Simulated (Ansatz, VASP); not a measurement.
## One calculation of Al, two programs

```xyz
1
Lattice="1.5114 -2.2605 -0.0717 1.5114 2.2605 -0.0717 -1.3950 0.0000 2.5614" Properties=species:S:1:pos:R:3 pbc="T T T"
Al   -0.6975    0.0000    1.2807
```

Alike in both runs: functional PBE; k mesh 8 × 8 × 8; occupations gaussian, width 0.1 eV; no spin polarisation.

Ansatz relaxed the structure, and its values are those at the end. VASP's run is a single point on that final structure, the one shown.

```csv
,VASP,Ansatz
version,VASP 6.6.1,Ansatz 0.2.0
potentials or method,"VASP PAW PBE potentials, release 64 (Al), cutoff 520 eV","scalar-relativistic, plane waves, PAW"
valence electrons in the cell,3,3
```

```csv
,VASP,Ansatz,Ansatz less VASP
gap on the k mesh at the Fermi level (eV),none,none,-
pressure (GPa),0.1,0.1,+0.03
```

A gap of «none» marks a metal or a gap that the smearing closes.
